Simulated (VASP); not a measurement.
Wanted: the native input for a VASP 6.6.1 run.

* Task: single point
* Functional: LDA
* Potentials or basis: VASP PAW LDA potentials, release 64 (Cu, As)
* Cutoff: 520 eV
* k mesh: 15 × 15 × 10
* Occupations: gaussian, width 0.15 eV
* Spin: no spin polarisation
* Dipole correction: no
* Further INCAR settings: ALGO = Normal; EDIFF = 1e-06; NBANDS = 24

The structure of CuAs lies in POSCAR:

```
CuAs
1.0
    3.8002574268      0.0000000000      0.0000000000
   -1.9001287134      3.2911194725      0.0000000000
    0.0000000000      0.0000000000      5.1900115678
Cu As
2 2
Direct
    0.0000000000      0.0000000000      0.5000000000
    0.0000000000      0.0000000000      0.0000000000
    0.6666666667      0.3333333333      0.7500000000
    0.3333333333      0.6666666667      0.2500000000
```

This cell differs from its parent crystal: volume 16.228 Å^3 an atom, c/a of the conventional cell 1.3657.

The input as run:

INCAR

```
SYSTEM = CuAs
  ALGO = Normal
  EDIFF = 1E-6
  ENCUT = 520
  ISIF = 2
  ISMEAR = 0
  LASPH = .True.
  LCHARG = .False.
  LREAL = .False.
  LWAVE = .False.
  NBANDS = 24
  NELM = 60
  PREC = Accurate
  SIGMA = 0.15
```

KPOINTS

```
k-points
0
Gamma
  15 15 10
  0 0 0
```

Potentials or basis: VASP PAW LDA potentials, release 64 (Cu, As).

The run is started by

```bash
$ cat potpaw_LDA.64/Cu/POTCAR potpaw_LDA.64/As/POTCAR > POTCAR
$ mpirun -np 1 vasp_std > vasp.out
```

Results of the run:

```
Pressure               : -7.7 GPa
Band gap on the k mesh : zero (band 16 reaches 7.72 eV, above the bottom of band 17 at 5.42 eV)
```

Run time: 2.1 min on 1 thread of Intel(R) Xeon(R) Platinum 8488C (Sapphire Rapids) (shared host), peak memory 0.32 GiB.
